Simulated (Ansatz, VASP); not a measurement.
## Al2Cu in VASP and in Ansatz

```
Al Cu
1.0
     4.26754    0.00000    0.00000
     0.00000    4.26754    0.00000
     0.00000    0.00000    2.53220
Al Cu
2 1
Direct
  0.50000 0.00000 0.50000
  0.00000 0.50000 0.50000
  0.00000 0.00000 0.00000
```

Alike in both runs: task single point; functional LDA; k mesh 14 × 14 × 18; occupations gaussian, width 0.15 eV; no spin polarisation.

|  | VASP | Ansatz |
| --- | --- | --- |
| version | VASP 6.6.1 | Ansatz 0.2.0 |
| potentials or method | VASP PAW LDA potentials, release 64 (Al, Cu), cutoff 520 eV | scalar-relativistic, plane waves, PAW |
| valence electrons in the cell | 17 | 25 |

|  | VASP | Ansatz | Ansatz less VASP |
| --- | --- | --- | --- |
| gap on the k mesh at the Fermi level (eV) | none | none | - |
| pressure (GPa) | 3.9 | 3.6 | -0.27 |
| traceless stress, the component that is largest in VASP (GPa) | 10.40 | 10.33 | -0.071 |

LDA's correlation is that of Perdew and Zunger in VASP and of Perdew and Wang (1992) in Ansatz. A gap of «none» marks a metal or a gap that the smearing closes. VASP's potentials hold 17 valence electrons a cell and Ansatz's 25, so a difference there can come from the potentials and not from the codes.
